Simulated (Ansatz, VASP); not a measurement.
Al: VASP beside Ansatz

INCAR

```
SYSTEM = Al
PREC = Accurate
ENCUT = 520
EDIFF = 1E-6
ISMEAR = 0
SIGMA = 0.15
LREAL = .FALSE.
LASPH = .TRUE.
NELM = 80
ALGO = Fast
ISIF = 2
LWAVE = .FALSE.
LCHARG = .FALSE.
GGA = PE
IVDW = 12
NBANDS = 14
```

File KPOINTS:

```
regular mesh
0
G
  18 18 6
  0 0 0
```

POSCAR

```
Al
1.0
    2.8278977767      0.0000000000      0.0000000000
   -1.4139488884      2.4490313139      0.0000000000
    0.0000000000      0.0000000000      9.7423906306
Al
4
Direct
    0.0000000000      0.0000000000      0.0000000000
    0.3333333333      0.6666666667      0.2500000000
    0.0000000000      0.0000000000      0.5000000000
    0.6666666667      0.3333333333      0.7500000000
```

Input for Ansatz:

```yaml
crystal:
  lattice:
    - [2.8278977767, 0.0, 0.0]
    - [-1.4139488884, 2.4490313139, 0.0]
    - [0.0, 0.0, 9.7423906306]
  atoms:
    - { symbol: Al, position: [0.0, 0.0, 0.0] }
    - { symbol: Al, position: [0.3333333333, 0.6666666667, 0.25] }
    - { symbol: Al, position: [0.0, 0.0, 0.5] }
    - { symbol: Al, position: [0.6666666667, 0.3333333333, 0.75] }
basis:
  ecutwfc: 420
kpoints:
  mp_grid: { grid: [18, 18, 6] }
hamiltonian:
  xc: pbe
  dispersion: d3bj
scf:
  occupations: { method: gaussian, width: 0.15 }
output:
  forces: true
  stress: true
  eigenvalues: true
```

Alike in both runs: task single point; functional PBE; dispersion D3(BJ); k mesh 18 × 18 × 6; occupations gaussian, width 0.15 eV; no spin polarisation.

|  | VASP | Ansatz |
| --- | --- | --- |
| version | VASP 6.6.1 | Ansatz 0.2.0 |
| potentials or method | VASP PAW PBE potentials, release 64 (Al), cutoff 520 eV | scalar-relativistic, plane waves, PAW |
| valence electrons in the cell | 12 | 12 |

```csv
,VASP,Ansatz,Ansatz less VASP
gap on the k mesh at the Fermi level (eV),none,none,-
pressure (GPa),-4.4,-4.3,+0.03
"traceless stress, the component that is largest in VASP (GPa)",-1.69,-1.70,-0.010
```

A gap of «none» marks a metal or a gap that the smearing closes.
